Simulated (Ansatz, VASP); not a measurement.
## BaHfH6: VASP beside Ansatz

The input INCAR:

```
PREC = Accurate
ENCUT = 520
EDIFF = 1E-7
ISMEAR = 0
SIGMA = 0.1
LREAL = F
LASPH = T
NELM = 60
ALGO = Normal
ISIF = 2
LWAVE = F
LCHARG = F
GGA = PE
NBANDS = 23
```

File KPOINTS:

```
Automatic mesh
0
Gamma
  6 6 6
```

The input POSCAR:

```
BaHfH6
1.0
    3.4003460600      1.9631907100      2.2026729300
   -3.4003460600      1.9631907100      2.2026729300
    0.0000000000     -3.9263814200      2.2026729300
Ba Hf H
1 1 6
Direct
    0.5000000000      0.5000000000      0.5000000000
    0.0000000000      0.0000000000      0.0000000000
    0.7455009800      0.0793138100      0.7455009800
    0.0793138100      0.7455009800      0.7455009800
    0.2544990200      0.2544990200      0.9206861900
    0.9206861900      0.2544990200      0.2544990200
    0.2544990200      0.9206861900      0.2544990200
    0.7455009800      0.7455009800      0.0793138100
```

Input for Ansatz:

```yaml
crystal:
  lattice:
    - [3.40034606, 1.96319071, 2.20267293]
    - [-3.40034606, 1.96319071, 2.20267293]
    - [0.0, -3.92638142, 2.20267293]
  atoms:
    - { symbol: Ba, position: [0.5, 0.5, 0.5] }
    - { symbol: Hf, position: [0.0, 0.0, 0.0] }
    - { symbol: H, position: [0.74550098, 0.07931381, 0.74550098] }
    - { symbol: H, position: [0.07931381, 0.74550098, 0.74550098] }
    - { symbol: H, position: [0.25449902, 0.25449902, 0.92068619] }
    - { symbol: H, position: [0.92068619, 0.25449902, 0.25449902] }
    - { symbol: H, position: [0.25449902, 0.92068619, 0.25449902] }
    - { symbol: H, position: [0.74550098, 0.74550098, 0.07931381] }
basis:
  ecutwfc: 420
kpoints:
  mp_grid: { grid: [6, 6, 6] }
hamiltonian:
  xc: pbe
scf:
  occupations: { method: gaussian, width: 0.1 }
  lower_state_search: "off"
output:
  forces: true
  stress: true
  eigenvalues: true
```

Change from the starting cell: species swapped into the KAsF6 type (R-3m, No. 166).

Alike in both runs: task single point; functional PBE; k mesh 6 × 6 × 6; occupations gaussian, width 0.1 eV; no spin polarisation.

```csv
,VASP,Ansatz
version,VASP 6.6.1,Ansatz 0.2.0
potentials or method,"VASP PAW PBE potentials, release 64 (Ba_sv, Hf_pv, H), cutoff 520 eV","scalar-relativistic, plane waves, PAW"
valence electrons in the cell,26,42
```

|  | VASP | Ansatz | Ansatz less VASP |
| --- | --- | --- | --- |
| gap on the k mesh at the Fermi level (eV) | 0.30 | 0.29 | -0.009 |
| least direct gap on the mesh (eV) | 0.35 | 0.37 | +0.024 |
| rms of the force components (eV/Å) | 2.617 | 2.590 | -0.0268 |

Atom by atom the forces differ by 0.027 eV/Å (rms over components). VASP's potentials hold 26 valence electrons a cell and Ansatz's 42, so a difference there can come from the potentials and not from the codes.

Neither program's run includes spin-orbit coupling.
